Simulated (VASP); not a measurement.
# GaSb3 (I4mm) in VASP: notebook, part 2 of 2

VASP 6.6.1. The steps go on from the part before.

## (3) Single point, PBE+D3(BJ) (atom 1 (Ga) moved +0.067 Å along Cartesian [1 0 0])

INCAR reads:

```
SYSTEM = GaSb3
ALGO = Normal
EDIFF = 1E-6
ENCUT = 520
GGA = PE
ISIF = 2
ISMEAR = 0
IVDW = 12
LASPH = .TRUE.
LCHARG = .TRUE.
LELF = .TRUE.
LREAL = .FALSE.
LVHAR = .TRUE.
LWAVE = .FALSE.
NBANDS = 22
NELM = 60
PREC = Accurate
SIGMA = 0.15
```

KPOINTS reads:

```
k-points
0
G
  12 12 12
  0 0 0
```

POSCAR reads:

```
GaSb3
1.0
    0.0000000000      3.6478901005      3.6478901005
    3.6478901005      0.0000000000      3.6478901005
    3.6478901005      3.6478901005      0.0000000000
Ga Sb
1 3
Direct
   -0.0091422710      0.0091422710      0.0091422710
    0.2500000000      0.2500000000      0.2500000000
    0.7500000000      0.7500000000      0.7500000000
    0.5000000000      0.5000000000      0.5000000000
```

Potentials or basis: VASP PAW PBE potentials, release 64 (Ga_d, Sb).

Launch:

```bash
cat potpaw_PBE.64/Ga_d/POTCAR potpaw_PBE.64/Sb/POTCAR > POTCAR
mpirun -np 1 vasp_std > vasp.out
```

OUTCAR:

```text
SYSTEM = GaSb3
   EDIFF = 1E-6
   ENCUT = 520
   GGA = PE
   ISIF = 2
   ISMEAR = 0
   IVDW = 12
   LASPH = .TRUE.
   LREAL = .FALSE.
   NELM = 60
   PREC = Accurate
 IVDW          = 12

 ion  position               nearest neighbor table
   1  0.991  0.009  0.009-   3 3.12   3 3.12   2 3.12   2 3.12   3 3.20   2 3.20   2 3.20   3 3.20

   2  0.250  0.250  0.250-   1 3.12   1 3.12   4 3.16   4 3.16   4 3.16   4 3.16   1 3.20   1 3.20
                             3 3.65   3 3.65   3 3.65   3 3.65   3 3.65   3 3.65
   3  0.750  0.750  0.750-   1 3.12   1 3.12   4 3.16   4 3.16   4 3.16   4 3.16   1 3.20   1 3.20
                             2 3.65   2 3.65   2 3.65   2 3.65   2 3.65   2 3.65
   4  0.500  0.500  0.500-   2 3.16   3 3.16   2 3.16   2 3.16   2 3.16   3 3.16   3 3.16   3 3.16

  LATTYP: Found a face centered cubic cell.
 ALAT       =     7.2957802010

  Lattice vectors:

 A1 = (   0.0000000000,   3.6478901005,   3.6478901005)
 A2 = (   3.6478901005,   0.0000000000,   3.6478901005)
 A3 = (   3.6478901005,   3.6478901005,   0.0000000000)

Analysis of symmetry for initial positions (statically):
=====================================================================
 Subroutine PRICEL returns:
 Original cell was already a primitive cell.

 Routine SETGRP: Setting up the symmetry group for a
 face centered cubic supercell.

 Subroutine GETGRP returns: Found  8 space group operations
 (whereof  8 operations were pure point group operations)
 out of a pool of 48 trial point group operations.

The static configuration has the point symmetry C_4v.

Analysis of symmetry for dynamics (positions and initial velocities):
=====================================================================
 Subroutine PRICEL returns:
 Original cell was already a primitive cell.

 Routine SETGRP: Setting up the symmetry group for a
 face centered cubic supercell.

 Subroutine GETGRP returns: Found  8 space group operations
 (whereof  8 operations were pure point group operations)
 out of a pool of 48 trial point group operations.

The dynamic configuration has the point symmetry C_4v.

 Subroutine INISYM returns: Found  8 space group operations
 (whereof  8 operations are pure point group operations),
 and found     1 'primitive' translations

----------------------------------------------------------------------------------------

                                     Primitive cell

  volume of cell :      97.0857

  direct lattice vectors                    reciprocal lattice vectors
     0.000000000  3.647890101  3.647890101    -0.137065533  0.137065533  0.137065533
     3.647890101  0.000000000  3.647890101     0.137065533 -0.137065533  0.137065533
     3.647890101  3.647890101  0.000000000     0.137065533  0.137065533 -0.137065533

  length of vectors
     5.158895654  5.158895654  5.158895654     0.237404467  0.237404467  0.237404467

  position of ions in fractional coordinates (direct lattice)
     0.990857729  0.009142271  0.009142271
     0.250000000  0.250000000  0.250000000
     0.750000000  0.750000000  0.750000000
     0.500000000  0.500000000  0.500000000

  ion indices of the primitive-cell ions
   primitive index   ion index
                 1           1
[... 26 lines left out ...]
 ===========================================

 Found    163 irreducible k-points:

 Following reciprocal coordinates:
            Coordinates               Weight
  0.000000  0.000000  0.000000      1.000000
  0.083333  0.000000  0.000000      8.000000
  0.166667  0.000000  0.000000      8.000000
  0.250000  0.000000  0.000000      8.000000
  0.333333  0.000000  0.000000      8.000000
  0.416667  0.000000  0.000000      8.000000
[... 16 lines left out ...]
  0.000000 -0.333333  0.083333      8.000000
 -0.250000  0.083333  0.000000     16.000000
 [... further k-points ...]
   k-points           NKPTS =    163   k-points in BZ     NKDIM =    163   number of bands    NBANDS=     22
   number of dos      NEDOS =    301   number of ions     NIONS =      4
   total plane-waves  NPLWV =  64000
   dimension x,y,z NGX =    40 NGY =   40 NGZ =   40
   dimension x,y,z NGXF=    80 NGYF=   80 NGZF=   80
   ions per type =               1   3
   NGX,Y,Z   is equivalent  to a cutoff of  12.89, 12.89, 12.89 a.u.
   NGXF,Y,Z  is equivalent  to a cutoff of  25.78, 25.78, 25.78 a.u.
 SYSTEM =  GaSb3
   PREC   = accura    normal or accurate (medium, high low for compatibility)
   ISTART =      0    job   : 0-new  1-cont  2-samecut
   ICHARG =      2    charge: 1-file 2-atom 10-const
   ISPIN  =      1    spin polarized calculation?
   LNONCOLLINEAR =      F non collinear calculations
   LSORBIT =      F    spin-orbit coupling
   LASPH  =      T    aspherical Exc in radial PAW
   ENCUT  =  520.0 eV  38.22 Ry    6.18 a.u.   9.59  9.59  9.59*2*pi/ulx,y,z
   NELM   =     60;   NELMIN=  2; NELMDL= -5     # of ELM steps
   EDIFF  = 0.1E-05   stopping-criterion for ELM
   LREAL  =      F    real-space projection
   EDIFFG = 0.1E-04   stopping-criterion for IOM
   NSW    =      0    number of steps for IOM
   IBRION =     -1    ionic relax: 0-MD 1-quasi-New 2-CG
   NFREE  =      0    steps in history (QN), initial steepest desc. (CG)
   ISIF   =      2    stress and relaxation
   ISYM   =      2    0-nonsym 1-usesym 2-fastsym
   POTIM  = 0.5000    time-step for ionic-motion
   TEBEG  =    0.0;   TEEND  =   0.0 temperature during run
   PSTRESS=    0.0 pullay stress
   NELECT =      28.0000    total number of electrons
   NUPDOWN=      -1.0000    fix difference up-down
   EMIN   =  10.00;   EMAX   =-10.00  energy-range for DOS
   EFERMI =   0.00;   METHOD = LEGACY
   ISMEAR =     0;   SIGMA  =   0.15  broadening in eV -4-tet -1-fermi 0-gaus
   EFERMI_NEDOS =   21; number of points for ismear=-14 and -15
   IALGO  =     38    algorithm
   IMIX   =      4    mixing-type and parameters
     AMIX     =   0.40;   BMIX     =  1.00
     AMIX_MAG =   1.60;   BMIX_MAG =  1.00
  volume/ion in A,a.u.               =      24.27       163.79
  Fermi-wavevector in a.u.,A,eV,Ry     =   1.081623  2.043970 15.917558  1.169908
  Thomas-Fermi vector in A             =   2.217644
   LORBIT       =      0    0 simple, 1 ext, 2 COOP (PROOUT), +10 PAW based schemes
   GGA     = PE    functional components
   LHFCALC =     F    Hartree Fock is set to
   AEXX    =    0.0000 exact exchange contribution
   IVDW    =    12    specifies the selected vdW correction
   LEPSILON=     F    determine dielectric tensor
   LRPA    =     F    only Hartree local field effects (RPA)
 non-spin polarized calculation
 Gauss-broadening in eV      SIGMA  =   0.15
  energy-cutoff  :      520.00
  volume of cell :       97.09
 maximum number of plane-waves:      2685
   NGX = 19   NGY = 19   NGZ = 19

 number of electron      27.9999999 magnetization

 Free energy of the ion-electron system (eV)
  ---------------------------------------------------
  ext. energy  EPLUGINS =         0.00000000
  ---------------------------------------------------
  free energy    TOTEN  =       -14.48529614 eV

  energy without entropy =      -14.46087838  energy(sigma->0) =      -14.47308726

 E-fermi :   8.2556     XC(G=0): -10.4910

 val. band max:        8.2427600663   @ k =   0.0000   0.4167   0.2500
 cond. band min:       8.2750721447   @ k =   0.3333   0.1667  -0.4167
 fundamental gap:      0.0323120784
 Fermi energy:         8.2556094432

 k-point     1 :       0.0000    0.0000    0.0000
  band No.  band energies     occupation
      1      -6.5611      2.00000
      2      -6.5611      2.00000
      3      -6.5611      2.00000
      4      -6.5453      2.00000
      5      -6.5448      2.00000
      6      -4.6678      2.00000
[... 589 lines left out ...]
     21      13.6938      0.00000
     22      14.2101      0.00000

 [... further k-points ...]

------------------------ aborting loop because EDIFF is reached ----------------------------------------

 Edisp (eV)   -1.91742

 E8    (eV) :    -0.8850

  FORCE on cell =-STRESS in cart. coord.  units (eV):
  Direction    XX          YY          ZZ          XY          YZ          ZX
  --------------------------------------------------------------------------------------
  -------------------------------------------------------------------------------------
  Total       0.18712     0.20328     0.20328     0.00000     0.00000    -0.00000
  in kB       3.08803     3.35466     3.35466     0.00000     0.00000    -0.00000
  external pressure =        3.27 kB  Pullay stress =        0.00 kB

 VOLUME and BASIS-vectors are now :
 -----------------------------------------------------------------------------
  energy-cutoff  :      520.00
  volume of cell :       97.09
      direct lattice vectors                 reciprocal lattice vectors
     0.000000000  3.647890101  3.647890101    -0.137065533  0.137065533  0.137065533
     3.647890101  0.000000000  3.647890101     0.137065533 -0.137065533  0.137065533
     3.647890101  3.647890101  0.000000000     0.137065533  0.137065533 -0.137065533

 POSITION                                       TOTAL-FORCE (eV/Angst)
 -----------------------------------------------------------------------------------
      0.06670      3.64789      3.64789        -0.119454      0.000000      0.000000
      1.82395      1.82395      1.82395         0.021961      0.000000      0.000000
      5.47184      5.47184      5.47184         0.021961      0.000000      0.000000
      3.64789      3.64789      3.64789         0.075532      0.000000      0.000000
 -----------------------------------------------------------------------------------
    total drift:                                0.000207     -0.000002     -0.000003

  FREE ENERGIE OF THE ION-ELECTRON SYSTEM (eV)
  ---------------------------------------------------
  free  energy   TOTEN  =       -16.4027177932 eV

  energy  without entropy=      -16.3783000342  energy(sigma->0) =      -16.39050891
```

OSZICAR:

```text
N       E                     dE             d eps       ncg     rms          rms(c)
DAV:   1     0.163606432897E+03    0.16361E+03   -0.11678E+04  7348   0.136E+03
DAV:   2     0.145847412933E+01   -0.16215E+03   -0.15570E+03  7888   0.329E+02
DAV:   3    -0.140518105175E+02   -0.15510E+02   -0.14977E+02  8892   0.831E+01
DAV:   4    -0.145019445990E+02   -0.45013E+00   -0.44841E+00  8066   0.145E+01
DAV:   5    -0.145127550640E+02   -0.10810E-01   -0.10807E-01  9036   0.236E+00    0.357E+00
DAV:   6    -0.144922244904E+02    0.20531E-01   -0.32680E-02  9128   0.176E+00    0.199E+00
DAV:   7    -0.144854552411E+02    0.67692E-02   -0.21278E-02  8694   0.102E+00    0.146E-01
DAV:   8    -0.144852685413E+02    0.18670E-03   -0.18469E-03  8672   0.402E-01    0.735E-02
DAV:   9    -0.144852930564E+02   -0.24515E-04   -0.16536E-04  8760   0.873E-02    0.183E-02
DAV:  10    -0.144852962334E+02   -0.31770E-05   -0.15030E-05  8350   0.409E-02    0.767E-03
DAV:  11    -0.144852961397E+02    0.93723E-07   -0.12727E-06  5604   0.881E-03
   1 F= -.16402718E+02 E0= -.16390509E+02  d E =-.244178E-01
```

Run time: 6.5 min. Hardware: 1 thread of Intel Xeon 8259CL, shared host; peak memory 0.49 GiB.

Results:

```yaml
Free_energy: -16.4027 eV
Pressure: 0.3 GPa
Largest_force: 0.119 eV/Å
Band_gap_on_the_k_mesh: zero (bands 14 and 15 overlap by 4.13 eV)
Dispersion_energy_per_atom: -0.479 eV
```

Forces on the atoms (eV/Å):
```
Ga  -0.119  0.000  0.000
Sb   0.022  0.000  0.000
Sb   0.022  0.000  0.000
Sb   0.076  0.000  0.000
```

Levels at points of the mesh, in eV from the Fermi level:
| k point | band 10 | band 11 | band 12 | band 13 | band 14 | band 15 | band 16 | band 17 | band 18 | band 19 |
| --- | --- | --- | --- | --- | --- | --- | --- | --- | --- | --- |
| (0.00, 0.00, 0.00) | -2.75 | -2.75 | -2.74 | -2.55 | -2.55 | -2.55 | -0.77 | -0.77 | -0.77 | 3.39 |
| (0.50, 0.00, 0.00) | -3.78 | -3.78 | -2.81 | -2.80 | -0.21 | 0.14 | 2.18 | 2.19 | 3.04 | 3.05 |
| (0.50, 0.50, 0.00) | -5.52 | -5.50 | 0.90 | 1.17 | 1.17 | 1.26 | 2.02 | 2.03 | 2.27 | 3.96 |
| (0.00, 0.50, 0.50) | -5.52 | -5.52 | 0.89 | 1.16 | 1.16 | 1.26 | 2.03 | 2.03 | 2.27 | 3.96 |

Caveat: the cell differs from its parent crystal (atom 1 (Ga) moved +0.067 Å along Cartesian [1 0 0]); spin-orbit coupling is left out, which moves the levels of the heavy elements.

The gap in the log of VASP goes by the Fermi energy; the results here count the filled bands.